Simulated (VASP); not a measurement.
# Al8H in VASP: further runs, part 3 of 3

VASP 6.6.1. Earlier steps stand in the parts before.

### 6 Single point, PBE

File INCAR:

```
SYSTEM = Al8H
PREC = Accurate
ENCUT = 520
EDIFF = 1E-6
ISMEAR = 0
SIGMA = 0.1
LREAL = Auto
LASPH = .True.
NELM = 60
ALGO = Normal
ISIF = 2
LWAVE = .False.
LCHARG = .False.
LDIPOL = .True.
IDIPOL = 3
DIPOL = 0.5 0.5 0.292
GGA = PE
NBANDS = 40
```

File KPOINTS:

```
regular mesh
0
Gamma
  5 4 1
  0 0 0
```

File POSCAR:

```
Al8H
1.0
    5.7143028096      0.0000000000      0.0000000000
    0.0000000000      8.0812445328      0.0000000000
    0.0000000000      0.0000000000     22.2437981863
Al H
16 2
Direct
    0.2500000000      0.2500000000      0.1798254042
    0.2500000000      0.7500000000      0.1798254042
    0.7500000000      0.2500000000      0.1798254042
    0.7500000000      0.7500000000      0.1798254042
    0.0000000000      0.0000000000      0.2440489550
    0.0000000000      0.5000000000      0.2440489550
    0.5000000000      0.0000000000      0.2440489550
    0.5000000000      0.5000000000      0.2440489550
    0.2500000000      0.2500000000      0.3102692916
    0.2500000000      0.7500000000      0.3102692916
    0.7500000000      0.2500000000      0.3102692916
    0.7500000000      0.7500000000      0.3102692916
    0.0000000000      0.0000000000      0.3706110853
    0.0000000000      0.5000000000      0.3706110853
    0.5000000000      0.0000000000      0.3706110853
    0.5000000000      0.5000000000      0.3706110853
    0.7500000000     -0.1382831562      0.4196135079
    0.7500000000      0.1382831562      0.4196135079
```

Potentials or basis: VASP PAW PBE potentials, release 64 (Al, H).

Started as:

```sh
$ cat potpaw_PBE.64/Al/POTCAR potpaw_PBE.64/H/POTCAR > POTCAR
$ mpirun -np 1 vasp_std > vasp.out
```

OUTCAR:

```text
SYSTEM = Al8H
   PREC = Accurate
   ENCUT = 520
   EDIFF = 1E-6
   ISMEAR = 0
   LREAL = Auto
   LASPH = .True.
   NELM = 60
   ISIF = 2
   GGA = PE

 ion  position               nearest neighbor table
   1  0.250  0.250  0.180-   3 2.86   3 2.86   6 2.86   7 2.86   8 2.86   5 2.86   9 2.90
   2  0.250  0.750  0.180-   4 2.86   4 2.86   6 2.86   7 2.86   8 2.86   5 2.86  10 2.90
   3  0.750  0.250  0.180-   1 2.86   1 2.86   6 2.86   7 2.86   8 2.86   5 2.86  11 2.90
   4  0.750  0.750  0.180-   2 2.86   2 2.86   6 2.86   7 2.86   8 2.86   5 2.86  12 2.90
   5  0.000  0.000  0.244-  13 2.82   7 2.86   7 2.86   4 2.86   1 2.86   2 2.86   3 2.86  11 2.88
                            12 2.88   9 2.88  10 2.88
   6  0.000  0.500  0.244-  14 2.82   8 2.86   8 2.86   4 2.86   1 2.86   2 2.86   3 2.86  11 2.88
                            12 2.88   9 2.88  10 2.88
   7  0.500  0.000  0.244-  15 2.82   5 2.86   5 2.86   4 2.86   1 2.86   2 2.86   3 2.86  11 2.88
                            12 2.88   9 2.88  10 2.88
   8  0.500  0.500  0.244-  16 2.82   6 2.86   6 2.86   4 2.86   1 2.86   2 2.86   3 2.86  11 2.88
                            12 2.88   9 2.88  10 2.88
   9  0.250  0.250  0.310-  13 2.81  14 2.81  15 2.81  16 2.81  11 2.86  11 2.86   7 2.88   8 2.88
                             5 2.88   6 2.88   1 2.90
[... 590 lines left out ...]
------------------------ aborting loop because EDIFF is reached ----------------------------------------

 vacuum level on the upper side and lower side of the slab       (xc-potential included)         0.060        -0.237

  FORCE on cell =-STRESS in cart. coord.  units (eV):
  Direction    XX          YY          ZZ          XY          YZ          ZX
  --------------------------------------------------------------------------------------
  -------------------------------------------------------------------------------------
  Total      -13.9241577     -2.8336318     -3.9943041      0.0000000      0.0000000      0.0000000
  in kB      -21.7184622     -4.4198095     -6.2301895      0.0000000      0.0000000      0.0000000
  external PRESSURE =     -10.7894871 kB  Pullay stress =       0.0000000 kB

 VOLUME and BASIS-vectors are now :
 -----------------------------------------------------------------------------
  energy-cutoff  :      520.00
  volume of cell :     1027.19
      direct lattice vectors                 reciprocal lattice vectors
     5.714302810  0.000000000  0.000000000     0.174999476  0.000000000  0.000000000
     0.000000000  8.081244533  0.000000000     0.000000000  0.123743317  0.000000000
     0.000000000  0.000000000 22.243798186     0.000000000  0.000000000  0.044956351

 POSITION                                       TOTAL-FORCE (eV/Angst)
 -----------------------------------------------------------------------------------
      1.42858      2.02031      4.00000         0.000000     -0.031163      0.303499
      1.42858      6.06093      4.00000         0.000000      0.031163      0.303499
      4.28573      2.02031      4.00000         0.000000      0.004543      0.192153
      4.28573      6.06093      4.00000         0.000000     -0.004543      0.192153
      0.00000      0.00000      5.42858         0.136221      0.000000     -0.187715
      0.00000      4.04062      5.42858        -0.010900      0.000000     -0.301475
[... 10 lines left out ...]
      4.28573      6.96374      9.33380         0.000000      0.250992     -1.100539
      4.28573      1.11750      9.33380         0.000000     -0.250992     -1.100539
 -----------------------------------------------------------------------------------
    total drift:                               -0.000000      0.000000     -0.014942

  FREE ENERGIE OF THE ION-ELECTRON SYSTEM (eV)
  ---------------------------------------------------
  free  energy   TOTEN  =       -59.9957251243 eV

  energy  without entropy=      -59.9415987224  energy(sigma->0) =      -59.96866192

 vacuum level on the upper side and lower side of the slab         3.392         3.061
```

Run time: 7.5 min. Hardware: 1 thread of Intel Xeon 6975P-C (Granite Rapids), shared host; peak memory 0.89 GiB.

Results:

```yaml
Free_energy: -59.9957 eV
Largest_force: 1.145 eV/Å
Band_gap_on_the_k_mesh: zero (bands 25 and 26 overlap by 0.45 eV)
```

Forces in eV/Å, atoms in the order of the input:
```
Al   0.000 -0.031  0.303
Al   0.000  0.031  0.303
Al   0.000  0.005  0.192
Al   0.000 -0.005  0.192
Al   0.136  0.000 -0.188
Al  -0.011  0.000 -0.301
Al  -0.136  0.000 -0.188
Al   0.011  0.000 -0.301
Al   0.000  0.015  0.002
Al   0.000 -0.015  0.002
Al   0.000  0.121  0.038
Al   0.000 -0.121  0.038
Al  -0.445  0.000  1.055
Al  -0.090  0.000 -0.002
Al   0.445  0.000  1.055
Al   0.090  0.000 -0.002
H    0.000  0.251 -1.101
H    0.000 -0.251 -1.101
```

Levels at points of the mesh, in eV from the Fermi level:
```tsv
k point	band 21	band 22	band 23	band 24	band 25	band 26	band 27	band 28	band 29	band 30
(0.00, 0.00, 0.00)	-1.55	-1.37	-0.77	-0.63	-0.36	-0.32	-0.17	0.42	0.70	1.34
(0.00, 0.50, 0.00)	-1.12	-0.95	-0.93	-0.86	-0.55	-0.16	0.14	0.26	0.29	1.03
```

### 7 The runs side by side

```tsv
cell	gap on the mesh (eV)	largest force (eV/Å)
as given, atomic positions A	none	2.45
as given, atomic positions B	none	1.06
as given, atomic positions C	none	1.47
as given, atomic positions D	none	0.61
as given, atomic positions E	none	1.15
```

Alike in all rows: task single point; level PBE; potentials or basis VASP PAW PBE potentials, release 64 (Al, H); no spin polarisation; k mesh 5 × 4 × 1; cutoff (eV) 520; smearing gaussian 0.1 eV.

Total energies depend on the potentials used, so only differences within one code and one set of settings carry meaning.
